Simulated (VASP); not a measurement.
Write the native input for VASP 6.6.1 that does the following.

```yaml
Task: single point
Functional: PBE
Potentials_or_basis: VASP PAW PBE potentials, release 64 (La, Sn_d, Au)
Cutoff: 520 eV
k_mesh: 3 × 3 × 2
Occupations: fermi-dirac, width 0.05 eV
Spin: no spin polarisation
Dipole_correction: no
Further_INCAR_settings: ALGO = Normal; EDIFF = 1e-06; NBANDS = 72
```

The structure of LaSn2Au2 lies in POSCAR:

```
LaSn2Au2
1.0
    6.1145760000     -0.2601360000     -1.5264550000
    0.9436100000      4.9739830000     -0.2650250000
    0.4048170000      0.2758040000      7.4950770000
La Sn Au
2 4 4
Direct
    0.3991439277      0.1301658748      0.3868249059
    0.1626992828      0.3279515663      0.8160810753
    0.1105858876      0.8116410488      0.5670280039
    0.5123887443      0.8668193549      0.7540065513
    0.8471412808      0.9773484064      0.2741424545
    0.3177683944      0.8099130014      0.0394029771
    0.7367994365      0.5566126037      0.5509072741
    0.9103856412      0.8940075808      0.8603376687
    0.9852118085      0.4480172243      0.1635183009
    0.5712007586      0.3661329734      0.0842870120
```

These files were run (other wordings do the same):

INCAR

```
SYSTEM = LaSn2Au2
PREC = Accurate
ENCUT = 520
EDIFF = 1E-6
ISMEAR = -1
SIGMA = 0.05
LREAL = .False.
LASPH = .True.
NELM = 60
ALGO = Normal
ISIF = 2
LWAVE = .False.
LCHARG = .True.
GGA = PE
LELF = .True.
LVHAR = .True.
NBANDS = 72
```

KPOINTS

```
regular mesh
0
Gamma
  3 3 2
  0 0 0
```

Potentials or basis: VASP PAW PBE potentials, release 64 (La, Sn_d, Au).

Launch:

```console
$ cat potpaw_PBE.64/La/POTCAR potpaw_PBE.64/Sn_d/POTCAR potpaw_PBE.64/Au/POTCAR > POTCAR
$ mpirun -np 1 vasp_std > vasp.out
```

It gave:

```
Pressure               : 18.5 GPa
Largest force          : 2.382 eV/Å
Band gap on the k mesh : zero (bands 61 and 62 overlap by 0.45 eV)
```

Caveat: the k points lie up to 0.43 Å⁻¹ apart; spin-orbit coupling is left out, which moves the levels of the heavy elements.

Wall time 2.4 min on 1 thread of Intel(R) Xeon(R) 6975P-C (Granite Rapids), with other jobs on the host, peak memory 0.4 GiB.
